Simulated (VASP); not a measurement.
# Al2Pt in VASP: a series of runs

Al2Pt is run at these levels: PBE; tasks: single point.

Program: VASP 6.6.1. These are calculated values, not measurements. Logs are shortened: lines on timing, memory, paths and dates and some standing lists are left out, and cuts for length are marked.

## (1) The cell of the first run

The cell holds a slab with vacuum, 9 atoms: a = 4.205 Å, b = 4.205 Å, c = 23.583 Å, α = 90.00°, β = 90.00°, γ = 120.00°.

## (2) Single point, PBE

Contents of INCAR:

```
  PREC = Accurate
  ENCUT = 520
  EDIFF = 1E-6
  ISMEAR = 0
  SIGMA = 0.1
  LREAL = False
  LASPH = True
  NELM = 60
  ALGO = Normal
  ISIF = 2
  LWAVE = False
  LCHARG = False
  LDIPOL = True
  IDIPOL = 3
  DIPOL = 0.5 0.5 0.500
  GGA = PE
  NBANDS = 34
```

Contents of KPOINTS:

```
Automatic mesh
0
Gamma
  9 9 1
```

Contents of POSCAR:

```
Al2Pt
1.0
    4.2047455503      0.0000000000      0.0000000000
   -2.1023727751      3.6414164630      0.0000000000
    0.0000000000      0.0000000000     23.5829009136
Al Pt
6 3
Direct
    0.0000000000      0.0000000000      0.3280420300
    0.3333333333      0.6666666667      0.3909141119
    0.6666666667      0.3333333333      0.4634361066
    0.0000000000      0.0000000000      0.5365639001
    0.3333333333      0.6666666667      0.6090858866
    0.6666666667      0.3333333333      0.6719579656
    0.6666666667      0.3333333333      0.3559326158
    0.3333333333      0.6666666667      0.5000000015
    0.0000000000      0.0000000000      0.6440673820
```

Potentials or basis: VASP PAW PBE potentials, release 64 (Al, Pt).

On the command line:

```sh
$ cat potpaw_PBE.64/Al/POTCAR potpaw_PBE.64/Pt/POTCAR > POTCAR
$ mpirun -np 1 vasp_std > vasp.out
```

OUTCAR:

```text
PREC = Accurate
   ENCUT = 520
   EDIFF = 1E-6
   ISMEAR = 0
   LREAL = False
   LASPH = True
   NELM = 60
   ISIF = 2
   GGA = PE

 ion  position               nearest neighbor table
   1  0.000  0.000  0.328-   7 2.52   7 2.52   7 2.52   2 2.84   2 2.84   2 2.84
   2  0.333  0.667  0.391-   7 2.56   7 2.56   7 2.56   8 2.57   1 2.84   1 2.84   1 2.84   3 2.97
                             3 2.97   3 2.97
   3  0.667  0.333  0.463-   7 2.54   8 2.58   8 2.58   8 2.58   2 2.97   2 2.97   2 2.97   4 2.98
                             4 2.98   4 2.98
   4  0.000  0.000  0.537-   9 2.54   8 2.58   8 2.58   8 2.58   5 2.97   5 2.97   5 2.97   3 2.98
                             3 2.98   3 2.98
   5  0.333  0.667  0.609-   9 2.56   9 2.56   9 2.56   8 2.57   6 2.84   6 2.84   6 2.84   4 2.97
                             4 2.97   4 2.97
   6  0.667  0.333  0.672-   9 2.52   9 2.52   9 2.52   5 2.84   5 2.84   5 2.84
   7  0.667  0.333  0.356-   1 2.52   1 2.52   1 2.52   3 2.54   2 2.56   2 2.56   2 2.56
   8  0.333  0.667  0.500-   5 2.57   2 2.57   3 2.58   3 2.58   3 2.58   4 2.58   4 2.58   4 2.58

   9  0.000  0.000  0.644-   6 2.52   6 2.52   6 2.52   4 2.54   5 2.56   5 2.56   5 2.56

  LATTYP: Found a hexagonal cell.
 ALAT       =     4.2047455503
 C/A-ratio  =     5.6086392462

  Lattice vectors:

 A1 = (   4.2047455503,   0.0000000000,   0.0000000000)
 A2 = (  -2.1023727751,   3.6414164630,   0.0000000000)
 A3 = (   0.0000000000,   0.0000000000,  23.5829009136)

Analysis of symmetry for initial positions (statically):
=====================================================================
 Subroutine PRICEL returns:
 Original cell was already a primitive cell.

 Routine SETGRP: Setting up the symmetry group for a
 hexagonal supercell.

 Subroutine GETGRP returns: Found 12 space group operations
 (whereof  6 operations were pure point group operations)
 out of a pool of 24 trial point group operations.

The static configuration has the point symmetry C_3v.
 The point group associated with its full space group is D_3d.

Analysis of symmetry for dynamics (positions and initial velocities):
=====================================================================
 Subroutine PRICEL returns:
 Original cell was already a primitive cell.

 Routine SETGRP: Setting up the symmetry group for a
 hexagonal supercell.

 Subroutine GETGRP returns: Found 12 space group operations
 (whereof  6 operations were pure point group operations)
 out of a pool of 24 trial point group operations.

The dynamic configuration has the point symmetry C_3v.
 The point group associated with its full space group is D_3d.

 Subroutine INISYM returns: Found 12 space group operations
 (whereof  6 operations are pure point group operations),
 and found     1 'primitive' translations
[... 113 lines left out ...]
   IALGO  =     38    algorithm
   IMIX   =      4    mixing-type and parameters
     AMIX     =   0.40;   BMIX     =  1.00
     AMIX_MAG =   1.60;   BMIX_MAG =  1.00
  volume/ion in A,a.u.               =      40.12       270.75
  Fermi-wavevector in a.u.,A,eV,Ry     =   0.835512  1.578889  9.497964  0.698081
  Thomas-Fermi vector in A             =   1.949083
   LORBIT       =      0    0 simple, 1 ext, 2 COOP (PROOUT), +10 PAW based schemes
   GGA     = PE    functional components
   LHFCALC =     F    Hartree Fock is set to
   AEXX    =    0.0000 exact exchange contribution
   IVDW    =     0    specifies the selected vdW correction
   LEPSILON=     F    determine dielectric tensor
   LRPA    =     F    only Hartree local field effects (RPA)
 non-spin polarized calculation
 Gauss-broadening in eV      SIGMA  =   0.10
  energy-cutoff  :      520.00
  volume of cell :      361.08
 maximum number of plane-waves:      9750
 NGX is ok and might be reduce to    32
   NGX = 15   NGY = 15   NGZ = 87

 number of electron      48.0000002 magnetization

 dipolmoment           0.000000      0.000000      0.000001 electrons x Angstroem

 Free energy of the ion-electron system (eV)
  ---------------------------------------------------
  ext. energy  EPLUGINS =         0.00000000
  ---------------------------------------------------
  free energy    TOTEN  =       -46.60785439 eV

  energy without entropy =      -46.59599607  energy(sigma->0) =      -46.60192523

 E-fermi :   1.0723     XC(G=0):  -5.3086

 val. band max:        1.0267822193   @ k =   0.2222   0.2222   0.0000
 cond. band min:       1.0784229658   @ k =   0.4444   0.1111   0.0000
 fundamental gap:      0.0516407465
 Fermi energy:         1.0722856342

 k-point     1 :       0.0000    0.0000    0.0000
  band No.  band energies     occupation
      1      -9.0007      2.00000
      2      -8.2765      2.00000
      3      -7.2672      2.00000
      4      -4.6599      2.00000
      5      -4.2112      2.00000
      6      -3.9922      2.00000
[... 433 lines left out ...]
     33       6.0670      0.00000
     34       7.0545      0.00000

------------------------ aborting loop because EDIFF is reached ----------------------------------------

 vacuum level on the upper side and lower side of the slab       (xc-potential included)        -0.105        -0.105

  FORCE on cell =-STRESS in cart. coord.  units (eV):
  Direction    XX          YY          ZZ          XY          YZ          ZX
  --------------------------------------------------------------------------------------
  -------------------------------------------------------------------------------------
  Total        0.7946696      0.7946696     -0.1215577      0.0000000      0.0000000      0.0000000
  in kB        3.5260616      3.5260616     -0.5393686      0.0000000      0.0000000      0.0000000
  external PRESSURE =       2.1709182 kB  Pullay stress =       0.0000000 kB

 VOLUME and BASIS-vectors are now :
 -----------------------------------------------------------------------------
  energy-cutoff  :      520.00
  volume of cell :      361.08
      direct lattice vectors                 reciprocal lattice vectors
     4.204745550  0.000000000  0.000000000     0.237826520  0.137309205  0.000000000
    -2.102372775  3.641416463  0.000000000     0.000000000  0.274618410  0.000000000
     0.000000000  0.000000000 23.582900914     0.000000000  0.000000000  0.042403604

 POSITION                                       TOTAL-FORCE (eV/Angst)
 -----------------------------------------------------------------------------------
      0.00000      0.00000      7.73618        -0.000000     -0.000000      0.015851
     -0.00000      2.42761      9.21889         0.000000      0.000000      0.000557
      2.10237      1.21381     10.92917         0.000000     -0.000000     -0.001842
      0.00000      0.00000     12.65373        -0.000000      0.000000      0.001842
     -0.00000      2.42761     14.36401        -0.000000     -0.000000     -0.000557
      2.10237      1.21381     15.84672         0.000000      0.000000     -0.015851
      2.10237      1.21381      8.39392        -0.000000      0.000000     -0.006699
     -0.00000      2.42761     11.79145         0.000000      0.000000     -0.000000
      0.00000      0.00000     15.18898         0.000000      0.000000      0.006699
 -----------------------------------------------------------------------------------
    total drift:                                0.000000     -0.000000      0.000064

  FREE ENERGIE OF THE ION-ELECTRON SYSTEM (eV)
  ---------------------------------------------------
  free  energy   TOTEN  =       -46.6078543927 eV

  energy  without entropy=      -46.5959960703  energy(sigma->0) =      -46.60192523

 vacuum level on the upper side and lower side of the slab         5.182         5.182
```

OSZICAR:

```text
N       E                     dE             d eps       ncg     rms          rms(c)
DAV:   1     0.246887857528E+03    0.24689E+03   -0.17396E+04   816   0.110E+03
DAV:   2    -0.278493962173E+02   -0.27474E+03   -0.24938E+03  1046   0.200E+02
DAV:   3    -0.483338177107E+02   -0.20484E+02   -0.19794E+02  1038   0.525E+01
[... 16 lines left out ...]
DAV:  20    -0.466078301275E+02   -0.82428E-04   -0.85965E-06   730   0.516E-03    0.157E-03
DAV:  21    -0.466078442886E+02   -0.14161E-04   -0.83126E-07   714   0.235E-03    0.511E-04
DAV:  22    -0.466078531659E+02   -0.88773E-05   -0.79955E-07   640   0.151E-03    0.168E-04
DAV:  23    -0.466078542307E+02   -0.10648E-05   -0.71724E-08   682   0.664E-04    0.981E-05
DAV:  24    -0.466078543927E+02   -0.16202E-06   -0.14652E-08   608   0.369E-04
   1 F= -.46607854E+02 E0= -.46601925E+02  d E =-.118583E-01
```

It took 2 min on 1 thread of Intel Xeon 6975P-C (Granite Rapids), shared host; peak memory 0.5 GiB.

Results:

| Item | Value |
| --- | --- |
| Free energy | -46.6079 eV |
| Largest force | 0.016 eV/Å |
| Band gap on the k mesh | zero (band 24 reaches 3.49 eV, above the bottom of band 25 at 0.45 eV) |

Forces on the atoms (eV/Å):
```
Al   0.000  0.000  0.016
Al   0.000  0.000  0.001
Al   0.000  0.000 -0.002
Al   0.000  0.000  0.002
Al   0.000  0.000 -0.001
Al   0.000  0.000 -0.016
Pt   0.000  0.000 -0.007
Pt   0.000  0.000  0.000
Pt   0.000  0.000  0.007
```

Caveat: spin-orbit coupling is left out, which moves the levels of the heavy elements.

## (3) Single point, PBE

Contents of INCAR:

```
PREC     = Accurate       # precision mode
ENCUT    = 520            # plane-wave cutoff, eV
EDIFF    = 1E-7           # SCF threshold, eV
ISMEAR   = 0              # smearing method
SIGMA    = 0.1            # smearing width, eV
LREAL    = False          # projectors in reciprocal space
LASPH    = True           # aspherical terms in the spheres
NELM     = 60             # most SCF steps
ALGO     = Normal         # electronic algorithm
ISIF     = 2              # what is computed and relaxed
LWAVE    = False          # write WAVECAR
LCHARG   = True           # write CHGCAR
LDIPOL   = True         
IDIPOL   = 3            
DIPOL    = 0.5 0.5 0.500
GGA      = PE             # functional
LELF     = True           # ELF
LVHAR    = True         
LVACPOTAV= True         
EFIELD   = -0.1         
NBANDS   = 34             # bands
```

KPOINTS is that of step 2.

Contents of POSCAR:

```
Al2Pt
1.0
    4.2047455503      0.0000000000      0.0000000000
   -2.1023727751      3.6414164630      0.0000000000
    0.0000000000      0.0000000000     23.5829009136
Al Pt
6 3
Direct
    0.0000000000      0.0000000000      0.3180270327
    0.3333333333      0.6666666667      0.3908162196
    0.6666666667      0.3333333333      0.4636054065
    0.0000000000      0.0000000000      0.5363945935
    0.3333333333      0.6666666667      0.6091837804
    0.6666666667      0.3333333333      0.6819729673
    0.6666666667      0.3333333333      0.3544216262
    0.3333333333      0.6666666667      0.5000000000
    0.0000000000      0.0000000000      0.6455783738
```

Potentials or basis: VASP PAW PBE potentials, release 64 (Al, Pt).

On the command line:

```sh
$ cat potpaw_PBE.64/Al/POTCAR potpaw_PBE.64/Pt/POTCAR > POTCAR
$ mpirun -np 1 vasp_std > vasp.out
```

It took 2.7 min on 1 thread of Intel Xeon 6975P-C (Granite Rapids), shared host; peak memory 0.49 GiB.

It converged, with:

* Free energy: -46.4360 eV
* Largest force: 0.746 eV/Å
* Band gap on the k mesh: zero (band 24 reaches 3.78 eV, above the bottom of band 25 at 0.58 eV)

Forces on the atoms (eV/Å):
```
Al   0.000  0.000  0.746
Al   0.000  0.000 -0.199
Al   0.000  0.000 -0.158
Al   0.000  0.000  0.151
Al   0.000  0.000  0.206
Al   0.000  0.000 -0.739
Pt   0.000  0.000 -0.201
Pt   0.000  0.000  0.007
Pt   0.000  0.000  0.187
```

Levels at points of the mesh, in eV from the Fermi level:
| k point | band 20 | band 21 | band 22 | band 23 | band 24 | band 25 | band 26 | band 27 | band 28 | band 29 |
| --- | --- | --- | --- | --- | --- | --- | --- | --- | --- | --- |
| (0.00, 0.00, 0.00) | -2.05 | 0.21 | 1.47 | 1.47 | 2.63 | 2.63 | 2.67 | 3.15 | 3.55 | 3.55 |

Caveat: spin-orbit coupling is left out, which moves the levels of the heavy elements.
